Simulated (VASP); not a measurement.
Here is a VASP 6.6.1 calculation.

The input INCAR:

```
SYSTEM = SnTe2
PREC     = Accurate       ! precision mode
ENCUT    = 520            ! plane-wave cutoff, eV
EDIFF    = 1E-6           ! SCF threshold, eV
ISMEAR   = 0              ! smearing method
SIGMA    = 0.1            ! smearing width, eV
LREAL    = .FALSE.        ! projectors in reciprocal space
LASPH    = .TRUE.         ! aspherical terms in the spheres
NELM     = 100            ! most SCF steps
ALGO     = Normal         ! electronic algorithm
ISIF     = 2              ! what is computed and relaxed
LWAVE    = .FALSE.        ! write WAVECAR
LCHARG   = .FALSE.        ! write CHGCAR
GGA      = PE             ! functional
NBANDS   = 20             ! bands
```

Contents of KPOINTS:

```
Automatic mesh
0
G
  4 4 4
  0 0 0
```

File POSCAR:

```
SnTe2
1.0
    0.0000000000      3.7245064107      3.7245064107
    3.7245064107      0.0000000000      3.7245064107
    3.7245064107      3.7245064107      0.0000000000
Sn Te
1 2
Direct
    0.0000000000      0.0000000000      0.0000000000
    0.2500000000      0.2500000000      0.2500000000
    0.7500000000      0.7500000000      0.7500000000
```

Potentials or basis: VASP PAW PBE potentials, release 64 (Sn_d, Te).

The run is started by

```bash
$ cat potpaw_PBE.64/Sn_d/POTCAR potpaw_PBE.64/Te/POTCAR > POTCAR
$ mpirun -np 1 vasp_std > vasp.out
```

Q: What does it give for the pressure?

A: 0.2 GPa.

Q: What does it give for the band gap on the k mesh?

A: Zero (band 13 reaches 6.00 eV, above the bottom of band 14 at 3.98 eV).

Caveat: the k points lie up to 0.37 Å⁻¹ apart; spin-orbit coupling is left out, which moves the levels of the heavy elements.
